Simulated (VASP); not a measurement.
**Ir: relaxation of cell and atoms with PBEsol**

Ir:

```xyz
1
Lattice="0.0000 1.9156 1.9156 1.9156 0.0000 1.9156 1.9156 1.9156 0.0000" Properties=species:S:1:pos:R:3 pbc="T T T"
Ir    0.0000    0.0000    0.0000
```

```yaml
Program: VASP 6.6.1
Task: relaxation of cell and atoms
Functional: PBEsol
Potentials_or_basis: VASP PAW PBE potentials, release 64 (Ir)
Cutoff: 500 eV
k_mesh: 11 × 11 × 11
Occupations: fermi-dirac, width 0.05 eV
Spin: no spin polarisation
Dipole_correction: no
Further_INCAR_settings: ALGO = Normal; EDIFF = 1e-07; IBRION = 2; EDIFFG = -0.03; NSW = 80; ISIF = 3
```

* Relaxed volume: 14.10 Å³/atom
* Relaxed cell: a = 2.712 Å, b = 2.712 Å, c = 2.712 Å, α = 60.00°, β = 60.00°, γ = 60.00°
* Space group after relaxing (to 0.05 Å): Fm-3m (No. 225)
* Energy gained by relaxing: 0.2 meV/atom
* Ionic steps: 3
* Pressure after relaxing: 0.0 GPa

The path:
| step | energy change (eV) | largest force (eV/Å) | pressure (GPa) | volume (Å³) |
| --- | --- | --- | --- | --- |
| 1 | 0.0000 | 0.0000 | 1.25 | 14.06 |
| 2 | 0.0026 | 0.0000 | -4.78 | 14.28 |
| 3 | -0.0002 | 0.0000 | 0.00 | 14.10 |

Final structure:
```
Ir
1.0
     0.00000    1.91764    1.91764
     1.91764    0.00000    1.91764
     1.91764    1.91764    0.00000
Ir
1
Direct
  0.00000 0.00000 0.00000
```

Levels at points of the mesh, in eV from the Fermi level:
| k point | band 1 | band 2 | band 3 | band 4 | band 5 | band 6 | band 7 | band 8 |
| --- | --- | --- | --- | --- | --- | --- | --- | --- |
| (0.00, 0.00, 0.00) | -11.15 | -3.86 | -3.86 | -3.86 | -1.12 | -1.12 | 14.38 | 19.98 |

It took 20 s on 1 thread of Intel Xeon 8259CL, on a shared host, peak memory 0.14 GiB.

Caveat: the PAW data sets were made with another functional, which shifts forces and pressure a little; spin-orbit coupling is left out, which moves the levels of the heavy elements. Zero-point motion and thermal expansion aren't in these numbers.
